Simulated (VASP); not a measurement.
# ZnO (P6_3mc) in VASP: further runs, part 2 of 2

VASP 6.6.1. The steps go on from the part before.

## 5. Single point, PBE

This run uses another cell than the first one, of 11.81 Å³/atom.

File INCAR:

```
ALGO = Normal
EDIFF = 1E-6
ENCUT = 520
GGA = PE
ISIF = 2
ISMEAR = -1
LASPH = T
LCHARG = F
LREAL = F
LWAVE = F
NBANDS = 26
NELM = 100
PREC = Accurate
SIGMA = 0.02
```

File KPOINTS:

```
k-points
0
Gamma
  12 12 6
```

File POSCAR:

```
ZnO
1.0
    3.2353522132      0.0000000000      0.0000000000
   -1.6176761066      2.8018972068      0.0000000000
    0.0000000000      0.0000000000      5.2109131292
Zn O
2 2
Direct
    0.3333333333      0.6666666667      0.4996551084
    0.6666666667      0.3333333333     -0.0003448916
    0.6666666667      0.3333333333      0.3793548916
    0.3333333333      0.6666666667      0.8793548916
```

Potentials or basis: VASP PAW PBE potentials, release 64 (Zn, O).

Launch:

```console
$ cat potpaw_PBE.64/Zn/POTCAR potpaw_PBE.64/O/POTCAR > POTCAR
$ mpirun -np 1 vasp_std > vasp.out
```

OUTCAR:

```text
EDIFF = 1E-6
   ENCUT = 520
   GGA = PE
   ISIF = 2
   ISMEAR = -1
   LASPH = T
   LREAL = F
   NELM = 100
   PREC = Accurate

 ion  position               nearest neighbor table
   1  0.333  0.667  0.500-   3 1.97   3 1.97   3 1.97   4 1.98
   2  0.667  0.333  1.000-   4 1.97   4 1.97   4 1.97   3 1.98
   3  0.667  0.333  0.379-   1 1.97   1 1.97   1 1.97   2 1.98
   4  0.333  0.667  0.879-   2 1.97   2 1.97   2 1.97   1 1.98

  LATTYP: Found a hexagonal cell.
 ALAT       =     3.2353522132
 C/A-ratio  =     1.6106169548

  Lattice vectors:

 A1 = (   3.2353522132,   0.0000000000,   0.0000000000)
 A2 = (  -1.6176761066,   2.8018972068,   0.0000000000)
 A3 = (   0.0000000000,   0.0000000000,   5.2109131292)

Analysis of symmetry for initial positions (statically):
=====================================================================
 Subroutine PRICEL returns:
 Original cell was already a primitive cell.

 Routine SETGRP: Setting up the symmetry group for a
 hexagonal supercell.

 Subroutine GETGRP returns: Found 12 space group operations
 (whereof  6 operations were pure point group operations)
 out of a pool of 24 trial point group operations.

The static configuration has the point symmetry C_3v.
 The point group associated with its full space group is C_6v.

Analysis of symmetry for dynamics (positions and initial velocities):
=====================================================================
 Subroutine PRICEL returns:
 Original cell was already a primitive cell.

 Routine SETGRP: Setting up the symmetry group for a
 hexagonal supercell.

 Subroutine GETGRP returns: Found 12 space group operations
 (whereof  6 operations were pure point group operations)
 out of a pool of 24 trial point group operations.

The dynamic configuration has the point symmetry C_3v.
[... 113 lines left out ...]
   TEBEG  =    0.0;   TEEND  =   0.0 temperature during run
   PSTRESS=    0.0 pullay stress
   NELECT =      36.0000    total number of electrons
   NUPDOWN=      -1.0000    fix difference up-down
   EMIN   =  10.00;   EMAX   =-10.00  energy-range for DOS
   EFERMI =   0.00;   METHOD = LEGACY
   ISMEAR =    -1;   SIGMA  =   0.02  broadening in eV -4-tet -1-fermi 0-gaus
   EFERMI_NEDOS =   21; number of points for ismear=-14 and -15
   IALGO  =     38    algorithm
   IMIX   =      4    mixing-type and parameters
     AMIX     =   0.40;   BMIX     =  1.00
     AMIX_MAG =   1.60;   BMIX_MAG =  1.00
  volume/ion in A,a.u.               =      11.81        79.69
  Fermi-wavevector in a.u.,A,eV,Ry     =   1.495362  2.825825 30.424107  2.236109
  Thomas-Fermi vector in A             =   2.607517
   LORBIT       =      0    0 simple, 1 ext, 2 COOP (PROOUT), +10 PAW based schemes
   GGA     = PE    functional components
   LHFCALC =     F    Hartree Fock is set to
   AEXX    =    0.0000 exact exchange contribution
   IVDW    =     0    specifies the selected vdW correction
   LEPSILON=     F    determine dielectric tensor
   LRPA    =     F    only Hartree local field effects (RPA)
 non-spin polarized calculation
  energy-cutoff  :      520.00
  volume of cell :       47.24
 maximum number of plane-waves:      1296
   NGX = 13   NGY = 13   NGZ = 19

 number of electron      36.0000015 magnetization

 Free energy of the ion-electron system (eV)
  ---------------------------------------------------
  ext. energy  EPLUGINS =         0.00000000
  ---------------------------------------------------
  free energy    TOTEN  =       -17.80852158 eV

  energy without entropy =      -17.80852158  energy(sigma->0) =      -17.80852158

 E-fermi :   1.6838     XC(G=0): -10.9525

 val. band max:        1.2767059270   @ k =   0.0000   0.0000   0.0000
 cond. band min:       2.0703120413   @ k =   0.0000   0.0000   0.0000
 fundamental gap:      0.7936061143
 Fermi energy:         1.6837927306

 k-point     1 :       0.0000    0.0000    0.0000
  band No.  band energies     occupation
      1     -16.8802      2.00000
      2     -16.1463      2.00000
      3      -4.4618      2.00000
      4      -4.4618      2.00000
      5      -4.4233      2.00000
      6      -4.4081      2.00000
[... 685 lines left out ...]
     25      14.7561      0.00000
     26      15.3579      0.00000

 [... further k-points ...]
[... 5 lines left out ...]
  --------------------------------------------------------------------------------------
  -------------------------------------------------------------------------------------
  Total        2.1133840      2.1133840      2.1494916      0.0000000      0.0000000      0.0000000
  in kB       71.6805602     71.6805602     72.9052393      0.0000000      0.0000000      0.0000000
  external PRESSURE =      72.0887865 kB  Pullay stress =       0.0000000 kB

 VOLUME and BASIS-vectors are now :
 -----------------------------------------------------------------------------
  energy-cutoff  :      520.00
  volume of cell :       47.24
      direct lattice vectors                 reciprocal lattice vectors
     3.235352213  0.000000000  0.000000000     0.309085359  0.178450515  0.000000000
    -1.617676107  2.801897207  0.000000000     0.000000000  0.356901030  0.000000000
     0.000000000  0.000000000  5.210913129     0.000000000  0.000000000  0.191904945

 POSITION                                       TOTAL-FORCE (eV/Angst)
 -----------------------------------------------------------------------------------
     -0.00000      1.86793      2.60366         0.000000      0.000000      0.003840
      1.61768      0.93397      5.20912        -0.000000      0.000000      0.003840
      1.61768      0.93397      1.97679        -0.000000      0.000000     -0.003840
     -0.00000      1.86793      4.58224         0.000000     -0.000000     -0.003840
 -----------------------------------------------------------------------------------
    total drift:                                0.000000      0.000001     -0.001061

  FREE ENERGIE OF THE ION-ELECTRON SYSTEM (eV)
  ---------------------------------------------------
  free  energy   TOTEN  =       -17.8085215848 eV

  energy  without entropy=      -17.8085215848  energy(sigma->0) =      -17.80852158
```

OSZICAR:

```text
N       E                     dE             d eps       ncg     rms          rms(c)
DAV:   1     0.301282042605E+03    0.30128E+03   -0.18214E+04  4016   0.202E+03
DAV:   2     0.112265621794E+02   -0.29006E+03   -0.27188E+03  4104   0.417E+02
DAV:   3    -0.204405230666E+02   -0.31667E+02   -0.31276E+02  4372   0.140E+02
DAV:   4    -0.210480912284E+02   -0.60757E+00   -0.60639E+00  4410   0.198E+01
DAV:   5    -0.210511628775E+02   -0.30716E-02   -0.30714E-02  4288   0.145E+00    0.149E+01
DAV:   6    -0.176356992992E+02    0.34155E+01   -0.65907E+00  6258   0.613E+01    0.915E+00
DAV:   7    -0.178458930834E+02   -0.21019E+00   -0.29346E+00  4048   0.170E+01    0.546E+00
DAV:   8    -0.178563761824E+02   -0.10483E-01   -0.49438E-01  5852   0.748E+00    0.163E+00
DAV:   9    -0.178057178503E+02    0.50658E-01   -0.10266E-01  5802   0.635E+00    0.295E-01
DAV:  10    -0.178084225487E+02   -0.27047E-02   -0.37242E-02  4002   0.132E+00    0.133E-01
DAV:  11    -0.178084796574E+02   -0.57109E-04   -0.55145E-04  4270   0.221E-01    0.307E-02
DAV:  12    -0.178085197302E+02   -0.40073E-04   -0.77555E-05  4462   0.216E-01    0.199E-02
DAV:  13    -0.178085272908E+02   -0.75607E-05   -0.19443E-05  4534   0.930E-02    0.200E-02
DAV:  14    -0.178085216515E+02    0.56393E-05   -0.11978E-05  5058   0.400E-02    0.250E-03
DAV:  15    -0.178085215848E+02    0.66744E-07   -0.33557E-06  3784   0.160E-02
   1 F= -.17808522E+02 E0= -.17808522E+02  d E =-.802791E-11
```

Wall time 26 s (1 thread of Intel Xeon 6975P-C (Granite Rapids), shared host); peak memory 0.21 GiB.

Results:

* Free energy: -17.8085 eV
* Pressure: 7.2 GPa
* Largest force: 0.004 eV/Å
* Band gap on the k mesh: 0.79 eV

Forces on the atoms (eV/Å):
```
Zn   0.000  0.000  0.004
Zn   0.000  0.000  0.004
O    0.000  0.000 -0.004
O    0.000  0.000 -0.004
```

Stress tensor (GPa, compression positive):
```
7.17 0.00 0.00
0.00 7.17 0.00
0.00 0.00 7.29
```

Caveat: the cell stands under pressure.

## 6. The runs side by side

```csv
level,potentials or basis,cell,k mesh,gap on the mesh (eV),pressure (GPa)
LDA,"VASP PAW LDA potentials, release 64 (Zn, O)","a = 3.187, b = 3.187, c = 5.153 Å, angles 90.0, 90.0, 120.0°, 4 atoms",12 × 12 × 4,0.81,1.3
PBEsol,"VASP PAW PBE potentials, release 64 (Zn, O)","a = 3.231, b = 3.231, c = 5.213 Å, angles 90.0, 90.0, 120.0°, 4 atoms",12 × 12 × 4,0.69,0.7
PBE,"VASP PAW PBE potentials, release 64 (Zn, O)","a = 3.280, b = 3.280, c = 5.293 Å, angles 90.0, 90.0, 120.0°, 4 atoms",12 × 12 × 4,0.73,0.9
PBE,"VASP PAW PBE potentials, release 64 (Zn, O)","a = 3.235, b = 3.235, c = 5.211 Å, angles 90.0, 90.0, 120.0°, 4 atoms",12 × 12 × 6,0.79,7.2
```

Alike in all rows: task single point; no spin polarisation; cutoff (eV) 520; smearing fermi-dirac 0.02 eV.

Caveats: the PAW data sets were made with another functional, which shifts forces and pressure a little (at least some runs); the cell stands under pressure (at least some runs).

Absolute energies hang on the potentials; compare differences alone.

## 7. How close it comes

Step 3. A measured gap of ZnO is 3.37 eV (quoted in “Electronic structure of alkaline earth and post-transition metal oxides”, 2009, arxiv:0908.1581); the calculated 0.69 eV misses it by -2.68 eV. So large a miss can be the level of theory's own, or it may mean another phase, state or a wrong row. The value is that of PBEsol, without temperature or zero-point motion. Semilocal functionals fall short of measured gaps as a rule.

Step 4. A measured gap of ZnO is 3.37 eV (quoted in “Electronic structure of alkaline earth and post-transition metal oxides”, 2009, arxiv:0908.1581); the calculated 0.73 eV misses it by -2.64 eV. So large a miss can be the level of theory's own, or it may mean another phase, state or a wrong row. The value is that of PBE, without temperature or zero-point motion. Semilocal functionals fall short of measured gaps as a rule.
